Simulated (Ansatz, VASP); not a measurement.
# Two plane-wave programs on Ag

INCAR

```
SYSTEM = Ag
  PREC = Accurate
  ENCUT = 520
  EDIFF = 1E-8
  ISMEAR = -1
  SIGMA = 0.03
  LREAL = .False.
  LASPH = .True.
  NELM = 100
  ALGO = Normal
  ISIF = 2
  LWAVE = .False.
  LCHARG = .False.
  GGA = PS
  LEFG = .True.
  NBANDS = 12
```

Contents of KPOINTS:

```
regular mesh
0
Gamma
  15 15 15
  0 0 0
```

The input POSCAR:

```
Ag
1.0
    0.0000000000      2.0362668386      2.0362668386
    2.0362668386      0.0000000000      2.0362668386
    2.0362668386      2.0362668386      0.0000000000
Ag
1
Direct
    0.0000000000      0.0000000000      0.0000000000
```

Input for Ansatz:

```yaml
crystal:
  lattice:
    - [0.0, 2.0362668386, 2.0362668386]
    - [2.0362668386, 0.0, 2.0362668386]
    - [2.0362668386, 2.0362668386, 0.0]
  atoms:
    - { symbol: Ag, position: [0.0, 0.0, 0.0] }
kpoints:
  mp_grid: { grid: [15, 15, 15] }
scf:
  occupations: { method: fermi_dirac, width: 0.03 }
hamiltonian:
  xc: pbesol
  pseudopotentials: { kind: paw }
output:
  forces: true
  stress: true
  eigenvalues: true
  efg: { contact_densities: true }
```

Change from the starting cell: volume scaled by 0.99, PAW files.

Alike in both runs: task electric field gradients; functional PBEsol; k mesh 15 × 15 × 15; occupations fermi-dirac, width 0.03 eV; no spin polarisation.

|  | VASP | Ansatz |
| --- | --- | --- |
| version | VASP 6.6.1 | Ansatz 0.2.0 |
| potentials or method | VASP PAW PBE potentials, release 64 (Ag) | PAW with Ansatz's default frozen-core files, scalar-relativistic |
| plane-wave cutoff (eV) | 520 | 420 |
| valence electrons in the cell | 11 | 19 |

```tsv
	VASP	Ansatz	Ansatz less VASP
pressure (GPa)	-1.9	-1.7	+0.21
```

VASP's potentials were made for PBE, not for PBEsol. The functional is the same, so the differences come from potentials, cutoffs and numerics. VASP's potentials hold 11 valence electrons a cell and Ansatz's 19, so a difference there can come from the potentials and not from the codes.
